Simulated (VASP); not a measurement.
# LiNbO3 (R3c) in VASP: notebook, part 3 of 3

VASP 6.6.1. Earlier steps stand in the parts before.

**7. Single point, LDA (10.75 Å³/atom)**

This run uses another cell than the first one, of 10.75 Å³/atom.

INCAR reads:

```
SYSTEM = LiNbO3
PREC = Accurate
ENCUT = 750
EDIFF = 1E-6
ISMEAR = 0
SIGMA = 0.02
LREAL = .False.
LASPH = .True.
NELM = 120
ALGO = Normal
ISIF = 2
LWAVE = .False.
LCHARG = .False.
NBANDS = 45
GGA_COMPAT = .False.
```

KPOINTS reads:

```
Automatic mesh
0
Gamma
  6 6 6
  0 0 0
```

POSCAR reads:

```
LiNbO3
1.0
    2.5885290955      1.4944879701      4.6318587975
   -2.5885290955      1.4944879701      4.6318587975
    0.0000000000     -2.9889759402      4.6318587975
Li Nb O
2 2 6
Direct
    0.7055913712      0.7055913712      0.7055913712
    0.2055913712      0.2055913712      0.2055913712
    0.9887502335      0.9887502335      0.9887502335
    0.4887502335      0.4887502335      0.4887502335
    0.8705332510      0.2669050331      0.6346689014
    0.6346689014      0.8705332510      0.2669050331
    0.2669050331      0.6346689014      0.8705332510
    0.7669050331      0.3705332510      0.1346689014
    0.3705332510      0.1346689014      0.7669050331
    0.1346689014      0.7669050331      0.3705332510
```

Potentials or basis: VASP PAW LDA potentials, release 64 (Li_sv, Nb_sv, O).

On the command line:

```sh
cat potpaw_LDA.64/Li_sv/POTCAR potpaw_LDA.64/Nb_sv/POTCAR potpaw_LDA.64/O/POTCAR > POTCAR
mpirun -np 1 vasp_std > vasp.out
```

OUTCAR:

```text
SYSTEM = LiNbO3
   PREC = Accurate
   ENCUT = 750
   EDIFF = 1E-6
   ISMEAR = 0
   LREAL = .False.
   LASPH = .True.
   NELM = 120
   ISIF = 2

 ion  position               nearest neighbor table
   1  0.706  0.706  0.706-   9 2.11   8 2.11  10 2.11   5 2.24   7 2.24   6 2.24
   2  0.206  0.206  0.206-   6 2.11   5 2.11   7 2.11   8 2.24  10 2.24   9 2.24
   3  0.989  0.989  0.989-   7 1.88   5 1.88   6 1.88   8 2.12  10 2.12   9 2.12
   4  0.489  0.489  0.489-  10 1.88   8 1.88   9 1.88   5 2.12   7 2.12   6 2.12
   5  0.871  0.267  0.635-   3 1.88   2 2.11   4 2.12   1 2.24
   6  0.635  0.871  0.267-   3 1.88   2 2.11   4 2.12   1 2.24
   7  0.267  0.635  0.871-   3 1.88   2 2.11   4 2.12   1 2.24
   8  0.767  0.371  0.135-   4 1.88   1 2.11   3 2.12   2 2.24
   9  0.371  0.135  0.767-   4 1.88   1 2.11   3 2.12   2 2.24
  10  0.135  0.767  0.371-   4 1.88   1 2.11   3 2.12   2 2.24

  LATTYP: Found a trigonal (rhomboedric) cell.
 ALAT       =     5.5125396226
 COS(alpha) =     0.5590060319

  Lattice vectors:

 A1 = (   2.5885290955,   1.4944879701,   4.6318587975)
 A2 = (  -2.5885290955,   1.4944879701,   4.6318587975)
[... 206 lines left out ...]
      3     -38.3821      2.00000
      4     -38.3792      2.00000
      5     -27.1094      2.00000
      6     -27.1094      2.00000
[... 1141 lines left out ...]
     44      12.6635      0.00000
     45      13.3494      0.00000

 [... further k-points ...]

------------------------ aborting loop because EDIFF is reached ----------------------------------------

  FORCE on cell =-STRESS in cart. coord.  units (eV):
  Direction    XX          YY          ZZ          XY          YZ          ZX
  --------------------------------------------------------------------------------------
  -------------------------------------------------------------------------------------
  Total       -4.1710319     -4.1710319     -4.2666351      0.0000000      0.0000000      0.0000000
  in kB      -62.1587186    -62.1587186    -63.5834447      0.0000000      0.0000000      0.0000000
  external PRESSURE =     -62.6336273 kB  Pullay stress =       0.0000000 kB

 VOLUME and BASIS-vectors are now :
 -----------------------------------------------------------------------------
  energy-cutoff  :      750.00
  volume of cell :      107.51
      direct lattice vectors                 reciprocal lattice vectors
     2.588529096  1.494487970  4.631858797     0.193159892  0.111520916  0.071965349
    -2.588529096  1.494487970  4.631858797    -0.193159892  0.111520916  0.071965349
     0.000000000 -2.988975940  4.631858797     0.000000000 -0.223041831  0.071965349

 POSITION                                       TOTAL-FORCE (eV/Angst)
 -----------------------------------------------------------------------------------
      0.00000      0.00000      9.80460         0.000000      0.000000     -0.003736
      0.00000      0.00000      2.85681         0.000000      0.000000     -0.003736
      0.00000      0.00000     13.73925         0.000000      0.000000      0.073967
      0.00000      0.00000      6.79147         0.000000      0.000000      0.073967
      1.56251     -0.19712      8.20815        -0.022835      0.026225     -0.023410
     -0.61054      1.45173      8.20815        -0.011294     -0.032888     -0.023410
     -0.95197     -1.25461      8.20815         0.034129      0.006663     -0.023410
      1.02602      1.29737      5.89222         0.022835      0.026225     -0.023410
      0.61054     -1.53724      5.89222         0.011294     -0.032888     -0.023410
     -1.63656      0.23988      5.89222        -0.034129      0.006663     -0.023410
 -----------------------------------------------------------------------------------
    total drift:                                0.000000      0.000000      0.000914

  FREE ENERGIE OF THE ION-ELECTRON SYSTEM (eV)
  ---------------------------------------------------
  free  energy   TOTEN  =       -87.5277917686 eV

  energy  without entropy=      -87.5277917686  energy(sigma->0) =      -87.52779177
```

OSZICAR:

```text
N       E                     dE             d eps       ncg     rms          rms(c)
DAV:   1     0.968428774598E+03    0.96843E+03   -0.42610E+04  2880   0.207E+03
DAV:   2    -0.413312764690E+01   -0.97256E+03   -0.93521E+03  3466   0.661E+02
DAV:   3    -0.988713576374E+02   -0.94738E+02   -0.93816E+02  4864   0.194E+02
DAV:   4    -0.104652115007E+03   -0.57808E+01   -0.57606E+01  5360   0.380E+01
DAV:   5    -0.105064699650E+03   -0.41258E+00   -0.41232E+00  4368   0.801E+00    0.268E+01
DAV:   6    -0.878868821454E+02    0.17178E+02   -0.76404E+01  4336   0.545E+01    0.947E+00
DAV:   7    -0.876371810855E+02    0.24970E+00   -0.82959E+00  4984   0.176E+01    0.551E+00
DAV:   8    -0.875309158647E+02    0.10627E+00   -0.73585E-01  4568   0.612E+00    0.156E+00
DAV:   9    -0.875282014650E+02    0.27144E-02   -0.10462E-01  4736   0.259E+00    0.947E-01
DAV:  10    -0.875278445672E+02    0.35690E-03   -0.22857E-02  4456   0.115E+00    0.107E-01
DAV:  11    -0.875277778755E+02    0.66692E-04   -0.18119E-03  4552   0.272E-01    0.453E-02
DAV:  12    -0.875277897765E+02   -0.11901E-04   -0.24659E-04  5024   0.134E-01    0.204E-02
DAV:  13    -0.875277923674E+02   -0.25909E-05   -0.18580E-05  4656   0.287E-02    0.925E-03
DAV:  14    -0.875277917686E+02    0.59879E-06   -0.34948E-06  3048   0.177E-02
   1 F= -.87527792E+02 E0= -.87527792E+02  d E =-.124579E-26
```

Run time: 12 min. Hardware: 1 thread of Oxide Virtual Turin-like, shared host; peak memory 0.37 GiB.

What came out:

```yaml
Free_energy: -87.5278 eV
Pressure: -6.3 GPa
Largest_force: 0.074 eV/Å
Band_gap_on_the_k_mesh: 3.40 eV (least direct gap 3.40 eV)
```

Forces on the atoms (eV/Å):
```
Li   0.000  0.000 -0.004
Li   0.000  0.000 -0.004
Nb   0.000  0.000  0.074
Nb   0.000  0.000  0.074
O   -0.023  0.026 -0.023
O   -0.011 -0.033 -0.023
O    0.034  0.007 -0.023
O    0.023  0.026 -0.023
O    0.011 -0.033 -0.023
O   -0.034  0.007 -0.023
```

Caveat: the cell stands under tension. A k mesh can miss the band edges.

**8. The runs side by side**

```csv
cell,gap on the mesh (eV),pressure (GPa),largest force (eV/Å)
"a = 5.265 Å, angles 55.4°, 10 atoms, atomic positions A",3.64,14.6,0.08
"a = 5.318 Å, angles 55.5°, 10 atoms, atomic positions B",3.62,9.0,0.07
"a = 5.371 Å, angles 55.6°, 10 atoms, atomic positions C",3.56,4.2,0.06
"a = 5.420 Å, angles 55.7°, 10 atoms, atomic positions D",3.51,0.0,0.07
"a = 5.467 Å, angles 55.9°, 10 atoms, atomic positions E",3.44,-3.5,0.07
"a = 5.513 Å, angles 56.0°, 10 atoms, atomic positions F",3.40,-6.3,0.07
```

Alike in all rows: task single point; level LDA; potentials or basis VASP PAW LDA potentials, release 64 (Li_sv, Nb_sv, O); no spin polarisation; k mesh 6 × 6 × 6; cutoff (eV) 750; smearing gaussian 0.02 eV.

Caveats: the cell stands under pressure (at least some runs); the cell stands under tension (at least some runs).

Absolute energies hang on the potentials; compare differences alone.
